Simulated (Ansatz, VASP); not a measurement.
# Two plane-wave programs on AlNi

File INCAR:

```
  PREC = Accurate
  ENCUT = 520
  EDIFF = 1E-7
  ISMEAR = 0
  SIGMA = 0.15
  LREAL = F
  LASPH = T
  NELM = 80
  ALGO = Fast
  ISIF = 2
  LWAVE = F
  LCHARG = F
  GGA = PE
  NBANDS = 14
```

File KPOINTS:

```
Automatic mesh
0
Gamma
  20 20 20
```

Contents of POSCAR:

```
AlNi
1.0
    2.0428098070     -2.3108264536      0.0000000000
    2.0428098070      2.3108264536      0.0000000000
    0.0000000000      0.0000000000      2.9011416498
Al Ni
1 1
Direct
    0.0000000000      0.0000000000      0.0000000000
    0.5000000000      0.5000000000      0.5000000000
```

Input for Ansatz:

```yaml
crystal:
  lattice:
    - [2.042809807, -2.3108264536, 0.0]
    - [2.042809807, 2.3108264536, 0.0]
    - [0.0, 0.0, 2.9011416498]
  atoms:
    - { symbol: Al, position: [0.0, 0.0, 0.0] }
    - { symbol: Ni, position: [0.5, 0.5, 0.5] }
basis:
  ecutwfc: 420
kpoints:
  mp_grid: { grid: [20, 20, 20] }
hamiltonian:
  xc: pbe
scf:
  occupations: { method: gaussian, width: 0.15 }
output:
  forces: true
  stress: true
  eigenvalues: true
```

Change from the starting cell: strain +0.1312 x Voigt [0, 1, 0, 0, 0, 0], atoms carried along.

Alike in both runs: task single point; functional PBE; k mesh 20 × 20 × 20; occupations gaussian, width 0.15 eV; no spin polarisation.

```csv
,VASP,Ansatz
version,VASP 6.6.1,Ansatz 0.2.0
potentials or method,"VASP PAW PBE potentials, release 64 (Al, Ni), cutoff 520 eV","scalar-relativistic, plane waves, PAW"
valence electrons in the cell,13,21
```

VASP gave:

```
gap on the k mesh at the Fermi level (eV)                     : none
pressure (GPa)                                                : -13.0
traceless stress, the component that is largest in VASP (GPa) : -9.92
```

**Question.** What did Ansatz give for the same quantities?

**Answer.** gap on the k mesh at the Fermi level (eV): none; pressure (GPa): -13.0; traceless stress, the component that is largest in VASP (GPa): -9.89.

A gap of «none» marks a metal or a gap that the smearing closes. VASP's potentials hold 13 valence electrons a cell and Ansatz's 21, so a difference there can come from the potentials and not from the codes.
